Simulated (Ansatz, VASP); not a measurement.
# Two plane-wave programs on ZnS

INCAR

```
ALGO = Normal
EDIFF = 1E-6
ENCUT = 520
GGA = PE
ISIF = 2
ISMEAR = 0
LASPH = T
LCHARG = F
LREAL = F
LWAVE = F
NBANDS = 26
NELM = 80
PREC = Accurate
SIGMA = 0.05
```

File KPOINTS:

```
k-points
0
Gamma
  12 12 6
```

Contents of POSCAR:

```
ZnS
1.0
    3.8109987816      0.0000000000      0.0000000000
   -1.9054993908      3.3004217586      0.0000000000
    0.0000000000      0.0000000000      6.2340000000
Zn S
2 2
Direct
    0.3333333333      0.6666666667      0.0000000000
    0.6666666667      0.3333333333      0.5000000000
    0.3333333333      0.6666666667      0.3368768046
    0.6666666667      0.3333333333      0.8850000000
```

Input for Ansatz:

```yaml
crystal:
  lattice:
    - [3.8109987816, 0.0, 0.0]
    - [-1.9054993908, 3.3004217586, 0.0]
    - [0.0, 0.0, 6.234]
  atoms:
    - { symbol: Zn, position: [0.3333333333, 0.6666666667, 0.0] }
    - { symbol: Zn, position: [0.6666666667, 0.3333333333, 0.5] }
    - { symbol: S, position: [0.3333333333, 0.6666666667, 0.3368768046] }
    - { symbol: S, position: [0.6666666667, 0.3333333333, 0.885] }
basis:
  ecutwfc: 420
kpoints:
  mp_grid: { grid: [12, 12, 6] }
hamiltonian:
  xc: pbe
scf:
  occupations: { method: gaussian, width: 0.05 }
output:
  forces: true
  stress: true
  eigenvalues: true
```

Alike in both runs: task single point; functional PBE; k mesh 12 × 12 × 6; occupations gaussian, width 0.05 eV; no spin polarisation.

|  | VASP | Ansatz |
| --- | --- | --- |
| version | VASP 6.6.1 | Ansatz 0.2.0 |
| potentials or method | VASP PAW PBE potentials, release 64 (Zn, S), cutoff 520 eV | scalar-relativistic, plane waves, PAW |
| valence electrons in the cell | 36 | 36 |

```tsv
	VASP	Ansatz	Ansatz less VASP
gap on the k mesh at the Fermi level (eV)	2.04	2.04	-0.005
least direct gap on the mesh (eV)	2.04	2.04	-0.005
pressure (GPa)	4.0	3.8	-0.17
traceless stress, the component that is largest in VASP (GPa)	4.92	4.89	-0.025
rms of the force components (eV/Å)	1.214	1.209	-0.0048
```

Atom by atom the forces differ by 0.005 eV/Å (rms over components).
